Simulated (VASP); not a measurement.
ZrIn2S2:

```
CELL_PARAMETERS angstrom
1.63056 -10.49328 0.00000
1.63056 10.49328 0.00000
0.00000 0.00000 3.27971
ATOMIC_POSITIONS crystal
Zr 0.00000 0.00000 0.00000
In 0.17824 0.82176 0.00000
In 0.82176 0.17824 0.00000
S 0.43043 0.56957 0.50000
S 0.56957 0.43043 0.50000
```

The cell was built from a structure type or drawn by symmetry, and may not be a known phase.

```yaml
Program: VASP 6.6.1
Task: relaxation of cell and atoms
Functional: PBE
Potentials_or_basis: VASP PAW PBE potentials, release 64 (Zr_sv, In_d, S)
Cutoff: 600 eV
k_mesh: 6 × 6 × 6
Occupations: gaussian, width 0.1 eV
Spin: no spin polarisation
```

At the start: pressure -0.3 GPa; volume 22.45 Å³/atom.

Task: Where does the relaxation end?

Result: Over 10 steps the energy falls by 4.8 meV/atom and the volume is 22.34 Å³/atom (-0.5 %); space group Cmmm (No. 65, to 0.1 Å) before and after.

Step by step:
| step | energy change (eV) | largest force (eV/Å) | pressure (GPa) | volume (Å³) |
| --- | --- | --- | --- | --- |
| 1 | 0.0000 | 0.2256 | -0.28 | 112.23 |
| 2 | -0.0075 | 0.2001 | 0.05 | 111.60 |
| 3 | -0.0110 | 0.1549 | 0.52 | 110.77 |
| 4 | -0.0157 | 0.1253 | 0.30 | 111.01 |
| 5 | -0.0197 | 0.0456 | -0.16 | 111.55 |
| 6 | -0.0222 | 0.0248 | -0.02 | 111.37 |
| 7 | -0.0225 | 0.0353 | 0.06 | 111.27 |
| 8 | -0.0230 | 0.0415 | 0.04 | 111.37 |
| 9 | -0.0234 | 0.0551 | 0.01 | 111.59 |
| 10 | -0.0238 | 0.0208 | 0.02 | 111.71 |

Final structure:
```
Zr In S
1.0
     1.63936  -10.38853    0.00000
     1.63936   10.38853    0.00000
     0.00000    0.00000    3.27963
Zr In S
1 2 2
Cartesian
  1.6394 10.3885 0.0000
  1.6394 6.7611 0.0000
  1.6394 -6.7611 3.2796
  1.6394 1.4518 1.6398
  1.6394 -1.4518 1.6398
```
